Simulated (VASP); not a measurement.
KCl (Sylvite), 2 atoms in the cell. The structure is cubic, space group Fm-3m (No. 225). The conventional cell has a = 6.293 Å, b = 6.293 Å, c = 6.293 Å, α = 90.00°, β = 90.00°, γ = 90.00°. K (site symmetry m-3m) has 6 Cl at 3.15 Å within 4.1 Å. Within 4.1 Å of Cl (site symmetry m-3m) lie 6 K at 3.15 Å. 

- Program: VASP 6.6.1
- Task: relaxation of cell and atoms
- Functional: PBEsol
- Potentials or basis: VASP PAW PBE potentials, release 64 (K_sv, Cl)
- Cutoff: 500 eV
- k mesh: 6 × 6 × 6
- Occupations: gaussian, width 0.02 eV
- Spin: no spin polarisation
- Dipole correction: no
- Further INCAR settings: ALGO = Normal; EDIFF = 1e-07; IBRION = 2; EDIFFG = -0.005; NSW = 100; ISIF = 3

Potentials or basis: VASP PAW PBE potentials, release 64 (K_sv, Cl).

Launch:

```bash
$ cat potpaw_PBE.64/K_sv/POTCAR potpaw_PBE.64/Cl/POTCAR > POTCAR
$ mpirun -np 1 vasp_std > vasp.out
```

Hardware: 1 thread of Intel(R) Xeon(R) 6975P-C (Granite Rapids) (shared host).

Q: How long does it take, and how much memory?

A: It took 14 s on 1 thread of Intel(R) Xeon(R) 6975P-C (Granite Rapids), on a shared host, peak memory 0.18 GiB. Counts: scf iterations 37, k points 16, ion steps 4.
